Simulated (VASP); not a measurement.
Set up this calculation in VASP 6.6.1, as the native input.

| Property | Result |
| --- | --- |
| Task | single point |
| Functional | PBE |
| Potentials or basis | VASP PAW PBE potentials, release 64 (Zn, Cd, Se) |
| Cutoff | 520 eV |
| k mesh | 8 × 8 × 2 |
| Occupations | gaussian, width 0.02 eV |
| Spin | no spin polarisation |
| Dipole correction | no |
| Further INCAR settings | ALGO = Normal; EDIFF = 1e-06; NBANDS = 66 |

The structure of ZnCd5Se6 lies in POSCAR:

```
ZnCd5Se6
1.0
    4.3154487859      0.0000000000      0.0000000000
    0.0000000000      4.3154487859      0.0000000000
    0.0000000000      0.0000000000     18.4443241425
Zn Cd Se
1 5 6
Direct
    0.0000000000      0.0000000000      0.0000000000
    0.0000000000      0.0000000000      0.6713478397
    0.5000000000      0.5000000000      0.8426815917
    0.5000000000      0.5000000000      0.1573184083
    0.0000000000      0.0000000000      0.3286521603
    0.5000000000      0.5000000000      0.5000000000
    0.5000000000      0.0000000000      0.7570154981
    0.0000000000      0.5000000000      0.9286963558
    0.5000000000      0.0000000000      0.0713036442
    0.0000000000      0.5000000000      0.2429845019
    0.5000000000      0.0000000000      0.4143261958
    0.0000000000      0.5000000000      0.5856738042
```

One way to write it, as run:

INCAR

```
SYSTEM = ZnCd5Se6
PREC     = Accurate       ! precision mode
ENCUT    = 520            ! plane-wave cutoff, eV
EDIFF    = 1E-6           ! SCF threshold, eV
ISMEAR   = 0              ! smearing method
SIGMA    = 0.02           ! smearing width, eV
LREAL    = .FALSE.        ! projectors in reciprocal space
LASPH    = .TRUE.         ! aspherical terms in the spheres
NELM     = 80             ! most SCF steps
ALGO     = Normal         ! electronic algorithm
ISIF     = 2              ! what is computed and relaxed
LWAVE    = .FALSE.        ! write WAVECAR
LCHARG   = .TRUE.         ! write CHGCAR
GGA      = PE             ! functional
LELF     = .TRUE.         ! ELF
LVHAR    = .TRUE.       
NBANDS   = 66             ! bands
```

KPOINTS

```
regular mesh
0
G
  8 8 2
  0 0 0
```

Potentials or basis: VASP PAW PBE potentials, release 64 (Zn, Cd, Se).

The run is started by

```console
$ cat potpaw_PBE.64/Zn/POTCAR potpaw_PBE.64/Cd/POTCAR potpaw_PBE.64/Se/POTCAR > POTCAR
$ mpirun -np 1 vasp_std > vasp.out
```

It gave:

```json
{"Pressure": "0.3 GPa", "Largest force": "0.017 eV/Å", "Band gap on the k mesh": "0.54 eV"}
```

Caveat: semilocal functionals underestimate gaps, and a narrow one can read as zero.

Run time: 19 min on 1 thread of Oxide Virtual Turin-like Processor, with other jobs on the host, peak memory 0.68 GiB.
